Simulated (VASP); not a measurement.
# Ti3H in VASP: further runs

Ti3H is run at these levels: PBE; tasks: single point.

Program: VASP 6.6.1. These are calculated values, not measurements. Logs are shortened: lines on timing, memory, paths and dates and some standing lists are left out, and cuts for length are marked.

## 1. The cell of the first run

The cell holds a slab with vacuum, 4 atoms: a = 2.908 Å, b = 2.908 Å, c = 20.806 Å, α = 90.00°, β = 90.00°, γ = 90.00°.

## 2. Single point, PBE, collinear spin

Contents of INCAR:

```
SYSTEM = Ti3H
  ALGO = Normal
  DIPOL = 0.5 0.5 0.317
  EDIFF = 1E-6
  ENCUT = 520
  GGA = PE
  IDIPOL = 3
  ISIF = 2
  ISMEAR = 0
  ISPIN = 2
  LASPH = .True.
  LCHARG = .False.
  LDIPOL = .True.
  LMAXMIX = 4
  LORBIT = 11
  LREAL = .False.
  LWAVE = .False.
  MAGMOM = 0 0 0 1
  NBANDS = 30
  NELM = 150
  PREC = Accurate
  SIGMA = 0.1
```

Contents of KPOINTS:

```
k-points
0
Gamma
  9 9 1
  0 0 0
```

Contents of POSCAR:

```
Ti3H
1.0
    2.9075446931      0.0000000000      0.0000000000
    0.0000000000      2.9075446931      0.0000000000
    0.0000000000      0.0000000000     20.8059825779
Ti H
3 1
Direct
    0.5000000000      0.5000000000      0.1922523959
    0.0000000000      0.0000000000      0.2837148153
    0.5000000000      0.5000000000      0.3751797133
    0.8333333333      0.8333333333      0.4179558714
```

Potentials or basis: VASP PAW PBE potentials, release 64 (Ti_sv, H).

Started as:

```
$ cat potpaw_PBE.64/Ti_sv/POTCAR potpaw_PBE.64/H/POTCAR > POTCAR
$ mpirun -np 1 vasp_std > vasp.out
```

OUTCAR:

```text
SYSTEM = Ti3H
   EDIFF = 1E-6
   ENCUT = 520
   GGA = PE
   ISIF = 2
   ISMEAR = 0
   ISPIN = 2
   LASPH = .True.
   LORBIT = 11
   LREAL = .False.
   NELM = 150
   PREC = Accurate

 ion  position               nearest neighbor table
   1  0.500  0.500  0.192-   2 2.80   2 2.80   2 2.80   2 2.80
   2  0.000  0.000  0.284-   1 2.80   1 2.80   1 2.80   1 2.80   3 2.80   3 2.80   3 2.80   3 2.80

   3  0.500  0.500  0.375-   4 1.63   2 2.80   2 2.80   2 2.80   2 2.80
   4  0.833  0.833  0.418-   3 1.63

  LATTYP: Found a simple tetragonal cell.
 ALAT       =     2.9075446931
 C/A-ratio  =     7.1558599348

  Lattice vectors:

 A1 = (   2.9075446931,   0.0000000000,   0.0000000000)
 A2 = (   0.0000000000,   2.9075446931,   0.0000000000)
 A3 = (   0.0000000000,   0.0000000000,  20.8059825779)

Analysis of symmetry for initial positions (statically):
=====================================================================
 Subroutine PRICEL returns:
 Original cell was already a primitive cell.

 Routine SETGRP: Setting up the symmetry group for a
 simple tetragonal supercell.

 Subroutine GETGRP returns: Found  2 space group operations
 (whereof  2 operations were pure point group operations)
 out of a pool of 16 trial point group operations.

The static configuration has the point symmetry C_1h.

Analysis of symmetry for dynamics (positions and initial velocities):
=====================================================================
 Subroutine PRICEL returns:
 Original cell was already a primitive cell.

 Routine SETGRP: Setting up the symmetry group for a
 simple tetragonal supercell.

 Subroutine GETGRP returns: Found  2 space group operations
 (whereof  2 operations were pure point group operations)
 out of a pool of 16 trial point group operations.

The dynamic configuration has the point symmetry C_1h.

Analysis of structural, dynamic, and magnetic symmetry:
=====================================================================
 Subroutine PRICEL returns:
 Original cell was already a primitive cell.

 Routine SETGRP: Setting up the symmetry group for a
 simple tetragonal supercell.

 Subroutine GETGRP returns: Found  2 space group operations
 (whereof  2 operations were pure point group operations)
 out of a pool of 16 trial point group operations.

The overall configuration has the point symmetry C_1h.

 Subroutine INISYM returns: Found  2 space group operations
 (whereof  2 operations are pure point group operations),
 and found     1 'primitive' translations

----------------------------------------------------------------------------------------

                                     Primitive cell

  volume of cell :     175.8900

  direct lattice vectors                    reciprocal lattice vectors
     2.907544693  0.000000000  0.000000000     0.343932804  0.000000000  0.000000000
     0.000000000  2.907544693  0.000000000     0.000000000  0.343932804  0.000000000
     0.000000000  0.000000000 20.805982578     0.000000000  0.000000000  0.048063099

  length of vectors
     2.907544693  2.907544693 20.805982578     0.343932804  0.343932804  0.048063099

  position of ions in fractional coordinates (direct lattice)
     0.500000000  0.500000000  0.192252396
     0.000000000  0.000000000  0.283714815
     0.500000000  0.500000000  0.375179713
     0.833333333  0.833333333  0.417955871

  ion indices of the primitive-cell ions
   primitive index   ion index
                 1           1
                 2           2
                 3           3
                 4           4

----------------------------------------------------------------------------------------

 KPOINTS: k-points

Automatic generation of k-mesh.
 Grid dimensions read from file:
 generate k-points for:    9    9    1

 Generating k-lattice:

  Cartesian coordinates                     Fractional coordinates (reciprocal lattice)
     0.038214756  0.000000000  0.000000000     0.111111111  0.000000000  0.000000000
     0.000000000  0.038214756  0.000000000     0.000000000  0.111111111  0.000000000
     0.000000000  0.000000000  0.048063099     0.000000000  0.000000000  1.000000000

  Length of vectors
     0.038214756  0.038214756  0.048063099

  Shift w.r.t. Gamma in fractional coordinates (k-lattice)
     0.000000000  0.000000000  0.000000000

 Subroutine IBZKPT returns following result:
 ===========================================

 Found     25 irreducible k-points:

 Following reciprocal coordinates:
            Coordinates               Weight
  0.000000  0.000000  0.000000      1.000000
  0.111111  0.000000  0.000000      4.000000
  0.222222  0.000000  0.000000      4.000000
  0.333333  0.000000  0.000000      4.000000
  0.444444  0.000000  0.000000      4.000000
  0.111111  0.111111  0.000000      2.000000
[... 16 lines left out ...]
 -0.333333  0.444444  0.000000      4.000000
  0.444444  0.444444  0.000000      2.000000
   k-points           NKPTS =     25   k-points in BZ     NKDIM =     25   number of bands    NBANDS=     30
   number of dos      NEDOS =    301   number of ions     NIONS =      4
   total plane-waves  NPLWV =  92160
   dimension x,y,z NGX =    24 NGY =   24 NGZ =  160
   dimension x,y,z NGXF=    48 NGYF=   48 NGZF=  320
   ions per type =               3   1
   NGX,Y,Z   is equivalent  to a cutoff of  13.72, 13.72, 12.78 a.u.
   NGXF,Y,Z  is equivalent  to a cutoff of  27.45, 27.45, 25.57 a.u.
 SYSTEM =  Ti3H
   PREC   = accura    normal or accurate (medium, high low for compatibility)
   ISTART =      0    job   : 0-new  1-cont  2-samecut
   ICHARG =      2    charge: 1-file 2-atom 10-const
   ISPIN  =      2    spin polarized calculation?
   LNONCOLLINEAR =      F non collinear calculations
   LSORBIT =      F    spin-orbit coupling
   LASPH  =      T    aspherical Exc in radial PAW
   ENCUT  =  520.0 eV  38.22 Ry    6.18 a.u.   5.41  5.41 38.69*2*pi/ulx,y,z
   NELM   =    150;   NELMIN=  2; NELMDL= -5     # of ELM steps
   EDIFF  = 0.1E-05   stopping-criterion for ELM
   LREAL  =      F    real-space projection
   EDIFFG = 0.1E-04   stopping-criterion for IOM
   NSW    =      0    number of steps for IOM
   IBRION =     -1    ionic relax: 0-MD 1-quasi-New 2-CG
   NFREE  =      0    steps in history (QN), initial steepest desc. (CG)
   ISIF   =      2    stress and relaxation
   ISYM   =      2    0-nonsym 1-usesym 2-fastsym
   POTIM  = 0.5000    time-step for ionic-motion
   TEBEG  =    0.0;   TEEND  =   0.0 temperature during run
   PSTRESS=    0.0 pullay stress
   NELECT =      37.0000    total number of electrons
   NUPDOWN=      -1.0000    fix difference up-down
   EMIN   =  10.00;   EMAX   =-10.00  energy-range for DOS
   EFERMI =   0.00;   METHOD = LEGACY
   ISMEAR =     0;   SIGMA  =   0.10  broadening in eV -4-tet -1-fermi 0-gaus
   EFERMI_NEDOS =   21; number of points for ismear=-14 and -15
   IALGO  =     38    algorithm
   IMIX   =      4    mixing-type and parameters
     AMIX     =   0.40;   BMIX     =  1.00
     AMIX_MAG =   1.60;   BMIX_MAG =  1.00
  volume/ion in A,a.u.               =      43.97       296.74
  Fermi-wavevector in a.u.,A,eV,Ry     =   0.973633  1.839899 12.897782  0.947960
  Thomas-Fermi vector in A             =   2.104028
   LORBIT       =     11    0 simple, 1 ext, 2 COOP (PROOUT), +10 PAW based schemes
   GGA     = PE    functional components
   LHFCALC =     F    Hartree Fock is set to
   AEXX    =    0.0000 exact exchange contribution
   IVDW    =     0    specifies the selected vdW correction
   LEPSILON=     F    determine dielectric tensor
   LRPA    =     F    only Hartree local field effects (RPA)
 spin polarized calculation
 Gauss-broadening in eV      SIGMA  =   0.10
  energy-cutoff  :      520.00
  volume of cell :      175.89
 maximum number of plane-waves:      4781
 NGX is ok and might be reduce to    24
   NGX = 11   NGY = 11   NGZ = 77

 dipolmoment           0.000000      0.000000     -0.005006 electrons x Angstroem

 number of electron      37.0000013 magnetization       0.0000265

 number of electron      37.0000013 magnetization      -0.0000005

 dipolmoment           0.000000      0.000000      0.010588 electrons x Angstroem

 Free energy of the ion-electron system (eV)
  ---------------------------------------------------
  ext. energy  EPLUGINS =         0.00000000
  ---------------------------------------------------
  free energy    TOTEN  =       -25.25331885 eV

  energy without entropy =      -25.22232940  energy(sigma->0) =      -25.23782413

 E-fermi :  -0.0291     XC(G=0):  -4.4043

 val. band max:       -0.0438524957   @ k =   0.0000   0.0000   0.0000
 cond. band min:      -0.0119439366   @ k =   0.3333   0.0000   0.0000
 fundamental gap:      0.0319085591
 Fermi energy:        -0.0290552747

 spin component 1

 k-point     1 :       0.0000    0.0000    0.0000
  band No.  band energies     occupation
      1     -56.8344      1.00000
      2     -56.8108      1.00000
      3     -56.4907      1.00000
      4     -33.2798      1.00000
      5     -33.1322      1.00000
      6     -32.9374      1.00000
[... 22 lines left out ...]
     29       3.1889      0.00000
     30       3.3850      0.00000

 k-point     2 :       0.1111    0.0000    0.0000
  band No.  band energies     occupation
      1     -56.8271      1.00000
      2     -56.8059      1.00000
      3     -56.4884      1.00000
      4     -33.2686      1.00000
      5     -33.1440      1.00000
      6     -32.9757      1.00000
[... 22 lines left out ...]
     29       3.3259      0.00000
     30       3.4610      0.00000

 k-point     3 :       0.2222    0.0000    0.0000
  band No.  band energies     occupation
      1     -56.8083      1.00000
      2     -56.7935      1.00000
      3     -56.4829      1.00000
      4     -33.2524      1.00000
      5     -33.1796      1.00000
      6     -33.0809      1.00000
[... 682 lines left out ...]
     29       4.5206      0.00000
     30       5.4029      0.00000

 k-point    24 :       0.4444    0.4444    0.0000
  band No.  band energies     occupation
      1     -56.7340      1.00000
      2     -56.7291      1.00000
      3     -56.4349      1.00000
      4     -33.2997      1.00000
      5     -33.2821      1.00000
      6     -33.1832      1.00000
[... 22 lines left out ...]
     29       4.7839      0.00000
     30       5.3446      0.00000

 [... further k-points ...]

 spin component 2

 k-point     1 :       0.0000    0.0000    0.0000
  band No.  band energies     occupation
      1     -56.8344      1.00000
      2     -56.8108      1.00000
      3     -56.4907      1.00000
      4     -33.2798      1.00000
      5     -33.1322      1.00000
      6     -32.9374      1.00000
[... 22 lines left out ...]
     29       3.1892      0.00000
     30       3.3850      0.00000

 k-point     2 :       0.1111    0.0000    0.0000
  band No.  band energies     occupation
      1     -56.8271      1.00000
      2     -56.8059      1.00000
      3     -56.4884      1.00000
      4     -33.2687      1.00000
      5     -33.1440      1.00000
      6     -32.9757      1.00000
[... 22 lines left out ...]
     29       3.3260      0.00000
     30       3.4612      0.00000

 k-point     3 :       0.2222    0.0000    0.0000
  band No.  band energies     occupation
      1     -56.8083      1.00000
      2     -56.7935      1.00000
      3     -56.4829      1.00000
      4     -33.2524      1.00000
      5     -33.1797      1.00000
      6     -33.0809      1.00000
[... 682 lines left out ...]
     29       4.5206      0.00000
     30       5.4029      0.00000

 k-point    24 :       0.4444    0.4444    0.0000
  band No.  band energies     occupation
      1     -56.7340      1.00000
      2     -56.7291      1.00000
      3     -56.4349      1.00000
      4     -33.2997      1.00000
      5     -33.2821      1.00000
      6     -33.1832      1.00000
[... 22 lines left out ...]
     29       4.7839      0.00000
     30       5.3446      0.00000

 [... further k-points ...]

------------------------ aborting loop because EDIFF is reached ----------------------------------------

 vacuum level on the upper side and lower side of the slab       (xc-potential included)         0.111        -0.110

  FORCE on cell =-STRESS in cart. coord.  units (eV):
  Direction    XX          YY          ZZ          XY          YZ          ZX
  --------------------------------------------------------------------------------------
  -------------------------------------------------------------------------------------
  Total       -0.3761396     -0.3761396      2.0322787      1.4501455      1.3852802      1.3852821
  in kB       -3.4262462     -3.4262462     18.5119778     13.2093406     12.6184844     12.6185013
  external PRESSURE =       3.8864951 kB  Pullay stress =       0.0000000 kB

 VOLUME and BASIS-vectors are now :
 -----------------------------------------------------------------------------
  energy-cutoff  :      520.00
  volume of cell :      175.89
      direct lattice vectors                 reciprocal lattice vectors
     2.907544693  0.000000000  0.000000000     0.343932804  0.000000000  0.000000000
     0.000000000  2.907544693  0.000000000     0.000000000  0.343932804  0.000000000
     0.000000000  0.000000000 20.805982578     0.000000000  0.000000000  0.048063099

 POSITION                                       TOTAL-FORCE (eV/Angst)
 -----------------------------------------------------------------------------------
      1.45377      1.45377      4.00000         0.014189      0.014189      0.133408
      0.00000      0.00000      5.90297         0.014561      0.014561     -0.780399
      1.45377      1.45377      7.80598        -1.677001     -1.677001     -0.569628
      2.42295      2.42295      8.69598         1.648251      1.648251      1.216618
 -----------------------------------------------------------------------------------
    total drift:                                0.000001      0.000001     -0.000644

  FREE ENERGIE OF THE ION-ELECTRON SYSTEM (eV)
  ---------------------------------------------------
  free  energy   TOTEN  =       -25.2533188495 eV

  energy  without entropy=      -25.2223294035  energy(sigma->0) =      -25.23782413

 vacuum level on the upper side and lower side of the slab         3.857         3.618

 total charge

# of ion       s       p       d       tot
------------------------------------------
    1        2.245   6.060   1.929  10.233
    2        2.265   6.149   1.906  10.320
    3        2.232   6.113   1.993  10.338
    4        0.554   0.012   0.000   0.566
--------------------------------------------------
tot          7.296  18.334   5.828  31.458

 magnetization (x)

# of ion       s       p       d       tot
------------------------------------------
    1        0.000  -0.000  -0.000  -0.000
    2       -0.000  -0.000   0.000   0.000
    3       -0.000  -0.000  -0.000  -0.000
    4        0.000   0.000   0.000   0.000
--------------------------------------------------
tot          0.000  -0.000  -0.000  -0.000
```

It took 5.9 min on 1 thread of Intel Xeon 6975P-C (Granite Rapids), shared host; peak memory 0.44 GiB.

What came out:

```
Free energy                                           : -25.2533 eV
Largest force                                         : 2.629 eV/Å
Net moment                                            : 0.00 μB per cell
Valence electrons inside the program's atomic spheres : Ti 10.23, 10.32, 10.34; H 0.57
```

Forces on the atoms (eV/Å):
```
Ti   0.014  0.014  0.133
Ti   0.015  0.015 -0.780
Ti  -1.677 -1.677 -0.570
H    1.648  1.648  1.217
```

## 3. Single point, PBE, collinear spin

Contents of INCAR:

```
SYSTEM = Ti3H
PREC = Accurate
ENCUT = 520
EDIFF = 1E-7
ISMEAR = 0
SIGMA = 0.1
LREAL = .FALSE.
LASPH = .TRUE.
NELM = 150
ALGO = Normal
ISIF = 2
LWAVE = .FALSE.
LCHARG = .FALSE.
ISPIN = 2
MAGMOM = 0 0 0 1
LORBIT = 11
LMAXMIX = 4
LDIPOL = .TRUE.
IDIPOL = 3
DIPOL = 0.5 0.5 0.331
GGA = PE
NBANDS = 30
```

Contents of KPOINTS:

```
regular mesh
0
G
  9 9 1
  0 0 0
```

Edit POSCAR of step 2 so:

```diff
@@ -11,2 +11,2 @@
     0.5000000000      0.5000000000      0.3751797133
-    0.8333333333      0.8333333333      0.4179558714
+    0.8333333333      0.8333333333      0.4746703282
```

Potentials or basis: VASP PAW PBE potentials, release 64 (Ti_sv, H).

Started as:

```
$ cat potpaw_PBE.64/Ti_sv/POTCAR potpaw_PBE.64/H/POTCAR > POTCAR
$ mpirun -np 1 vasp_std > vasp.out
```

Run time: 11 min. Hardware: 1 thread of Intel Xeon Platinum 8259CL at 2.50GHz (Skylake/Cascade Lake), shared host; peak memory 0.44 GiB.

Results (log left out):

* Free energy: -24.3712 eV
* Largest force: 2.191 eV/Å
* Net moment: -0.69 μB per cell
* Site moments: Ti -0.42, +0.07, -0.05; H +0.01 μB
* Valence electrons inside the program's atomic spheres: Ti 10.23, 10.32, 10.17; H 0.40

Forces on the atoms (eV/Å):
```
Ti   0.015  0.015  0.002
Ti   0.004  0.004 -0.491
Ti   0.026  0.026  2.191
H   -0.045 -0.045 -1.702
```

Levels at points of the mesh, in eV from the Fermi level:
Spin up:
| k point | band 16 | band 17 | band 18 | band 19 | band 20 | band 21 |
| --- | --- | --- | --- | --- | --- | --- |
| (0.00, 0.00, 0.00) | -2.01 | -1.63 | -0.55 | 0.44 | 0.75 | 1.08 |
Spin down:
```
           k point  band 17  band 18  band 19  band 20  band 21  band 22
(0.00, 0.00, 0.00)    -1.71    -0.80    -0.26     0.68     0.99     0.99
```

Caveat: a moment this small can come from the mesh or the smearing.
